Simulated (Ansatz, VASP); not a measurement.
## Two plane-wave programs on Mg

File INCAR:

```
SYSTEM = Mg
ALGO = Normal ; EDIFF = 1E-6
ENCUT = 520 ; ISIF = 2
ISMEAR = -1 ; LASPH = .True.
LCHARG = .True. ; LELF = .True.
LREAL = .False. ; LVHAR = .True.
LWAVE = .False. ; NBANDS = 9
NELM = 60 ; PREC = Accurate
SIGMA = 0.08
```

KPOINTS

```
k-points
0
Gamma
  12 12 12
  0 0 0
```

The input POSCAR:

```
Mg
1.0
    0.0000000000      2.4671728140      2.4671728140
    2.4671728140      0.0000000000      2.4671728140
    2.4671728140      2.4671728140      0.0000000000
Mg
2
Direct
   -0.1250000000     -0.1250000000     -0.1250000000
    0.1250000000      0.1250000000      0.1250000000
```

Input for Ansatz:

```yaml
crystal:
  lattice:
    - [0.0, 2.467172814, 2.467172814]
    - [2.467172814, 0.0, 2.467172814]
    - [2.467172814, 2.467172814, 0.0]
  atoms:
    - { symbol: Mg, position: [-0.125, -0.125, -0.125] }
    - { symbol: Mg, position: [0.125, 0.125, 0.125] }
kpoints:
  mp_grid: { grid: [12, 12, 12] }
  band_path:
    path:
      - [0.0, 0.0, 0.0]
      - [0.5, 0.0, 0.5]
      - [0.625, 0.25, 0.625]
      - [0.375, 0.375, 0.75]
      - [0.0, 0.0, 0.0]
      - [0.5, 0.5, 0.5]
      - [0.5, 0.25, 0.75]
      - [0.5, 0.0, 0.5]
    npoints: 8
scf:
  occupations: { method: fermi_dirac, width: 0.08 }
hamiltonian:
  xc: lda
  pseudopotentials: { kind: paw }
output:
  forces: true
  stress: true
  eigenvalues: true
  populations: true
  dos: { projected: true, de: 0.2, e_range: [-14, 8] }
```

Change from the starting cell: volume scaled by 0.4, PAW files.

Alike in both runs: task single point; functional LDA; k mesh 12 × 12 × 12; occupations fermi-dirac, width 0.08 eV; no spin polarisation.

|  | VASP | Ansatz |
| --- | --- | --- |
| version | VASP 6.6.1 | Ansatz 0.2.0 |
| potentials or method | VASP PAW LDA potentials, release 64 (Mg) | PAW with Ansatz's default frozen-core files, scalar-relativistic |
| plane-wave cutoff (eV) | 520 | 420 |
| valence electrons in the cell | 4 | 20 |

```tsv
	VASP	Ansatz	Ansatz less VASP
pressure (GPa)	62.2	62.3	+0.10
```

LDA's correlation is that of Perdew and Zunger in VASP and of Perdew and Wang (1992) in Ansatz. Both programs put the cell under a high pressure, so it lies far from rest at this level. VASP's potentials hold 4 valence electrons a cell and Ansatz's 20, so a difference there can come from the potentials and not from the codes.

Noted on VASP's run: the cell as given lies far from equilibrium.
